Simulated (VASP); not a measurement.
Write the native input for VASP 6.6.1 that does the following.

```yaml
Task: single point
Functional: PBE
Potentials_or_basis: VASP PAW PBE potentials, release 64 (Al, N)
Cutoff: 520 eV
k_mesh: 10 × 10 × 10
Occupations: gaussian, width 0.05 eV
Spin: no spin polarisation
Dipole_correction: no
Further_INCAR_settings: ALGO = Normal; EDIFF = 1e-06; NBANDS = 11
```

The structure of AlN lies in POSCAR:

```
AlN
1.0
    0.0000000000      2.2015871044      2.2015871044
    2.2015871044      0.0000000000      2.2015871044
    2.2015871044      2.2015871044      0.0000000000
Al N
1 1
Direct
    0.0000000000      0.0000000000      0.0000000000
    0.7500000000      0.7500000000      0.7500000000
```

One way to write it, as run:

INCAR

```
ALGO = Normal
EDIFF = 1E-6
ENCUT = 520
GGA = PE
ISIF = 2
ISMEAR = 0
LASPH = True
LCHARG = True
LELF = True
LREAL = False
LVHAR = True
LWAVE = False
NBANDS = 11
NELM = 100
PREC = Accurate
SIGMA = 0.05
```

KPOINTS

```
k-points
0
Gamma
  10 10 10
```

Potentials or basis: VASP PAW PBE potentials, release 64 (Al, N).

Launch:

```console
$ cat potpaw_PBE.64/Al/POTCAR potpaw_PBE.64/N/POTCAR > POTCAR
$ mpirun -np 1 vasp_std > vasp.out
```

It gave:

```yaml
Pressure: -0.3 GPa
Band_gap_on_the_k_mesh: 3.30 eV, indirect (least direct gap 3.98 eV)
```

Wall time 7.6 s on 1 thread of Intel(R) Xeon(R) Platinum 8488C (Sapphire Rapids), with other jobs on the host, peak memory 0.13 GiB.
